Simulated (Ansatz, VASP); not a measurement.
**Two plane-wave programs on Sb**

```
Sb
1.0
     5.68623    0.00000    0.00000
    -2.84311    4.92442    0.00000
     0.00000    0.00000    3.39083
Sb
3
Direct
  0.00000 0.00000 0.00000
  0.33333 0.66667 0.50000
  0.66667 0.33333 0.50000
```

Alike in both runs: task single point; functional RPBE; k mesh 8 × 8 × 11; occupations fermi-dirac, width 0.1 eV; no spin polarisation.

|  | VASP | Ansatz |
| --- | --- | --- |
| version | VASP 6.6.1 | Ansatz 0.2.0 |
| potentials or method | VASP PAW PBE potentials, release 64 (Sb), cutoff 520 eV | plane waves (420 eV) with PAW, scalar-relativistic |
| valence electrons in the cell | 15 | 45 |

```tsv
	VASP	Ansatz	Ansatz less VASP
pressure (GPa)	-5.0	-4.8	+0.14
traceless stress, the component that is largest in VASP (GPa)	-0.61	-0.61	-0.003
```

VASP's potentials were made for PBE, not for RPBE. The functional is the same, so the differences come from potentials, cutoffs and numerics. VASP's potentials hold 15 valence electrons a cell and Ansatz's 45, so a difference there can come from the potentials and not from the codes.

Spin-orbit coupling is off throughout.
